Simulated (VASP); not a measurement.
A run of VASP 6.6.1 is set up as follows.

The input INCAR:

```
SYSTEM = Si16Ag
PREC = Accurate
ENCUT = 520
EDIFF = 1E-7
ISMEAR = 0
SIGMA = 0.02
LREAL = Auto
LASPH = .True.
NELM = 60
ALGO = Normal
ISIF = 2
LWAVE = .False.
LCHARG = .False.
NBANDS = 52
NELECT = 74.0
```

The input KPOINTS:

```
regular mesh
0
Gamma
  3 3 3
  0 0 0
```

POSCAR

```
Si16Ag
1.0
    0.0000000000      5.4019422852     -5.4019422852
    5.4019422852      5.4019422852      0.0000000000
    5.4019422852      0.0000000000     -5.4019422852
Si Ag
16 1
Direct
    0.1188272599      0.1409778113      0.1210207302
    0.1248229737      0.6210093190      0.1249805097
    0.6138654997      0.1407328994      0.1221466216
    0.6156883625      0.6549447982      0.1109613854
    0.1198244013      0.1235336227      0.6297222962
    0.1271395479      0.6209884006      0.6286976648
    0.6159574324      0.1407983388      0.6208773295
    0.6164191182      0.6210357910      0.6298548412
    0.2544444993      0.7498944428      0.2484188888
    0.2434475288      0.2492028661      0.2585217365
    0.7427282241      0.7501055706      0.2500195168
    0.7329184191      0.2919312937      0.2373218617
    0.2444495758      0.7513822410      0.7529961050
    0.2450669463      0.2489440703      0.7504468367
    0.7463672855      0.7517957034      0.7493228891
    0.7483865592      0.2488838142      0.7513741883
   -0.1334577383     -0.0931250231      0.3579556941
```

Potentials or basis: VASP PAW LDA potentials, release 64 (Si, Ag).

Launch:

```sh
$ cat potpaw_LDA.64/Si/POTCAR potpaw_LDA.64/Ag/POTCAR > POTCAR
$ mpirun -np 1 vasp_std > vasp.out
```

Task: Estimate the largest force.

Result: 0.017 eV/Å.

Forces on the atoms (eV/Å):
```
Si  -0.008 -0.003 -0.006
Si   0.000 -0.003 -0.002
Si  -0.008  0.002 -0.003
Si  -0.001 -0.003 -0.001
Si  -0.001 -0.001 -0.001
Si  -0.001 -0.001 -0.001
Si  -0.005  0.000 -0.008
Si  -0.004  0.001 -0.005
Si  -0.003  0.009 -0.004
Si   0.003  0.002  0.004
Si  -0.003 -0.004  0.013
Si   0.011  0.005  0.012
Si   0.003  0.001  0.002
Si   0.004  0.000  0.003
Si   0.014 -0.005 -0.003
Si   0.002  0.003  0.002
Ag  -0.003 -0.002 -0.001
```

Caveat: the cell carries a net charge on a neutralising background, which shifts energy and pressure.
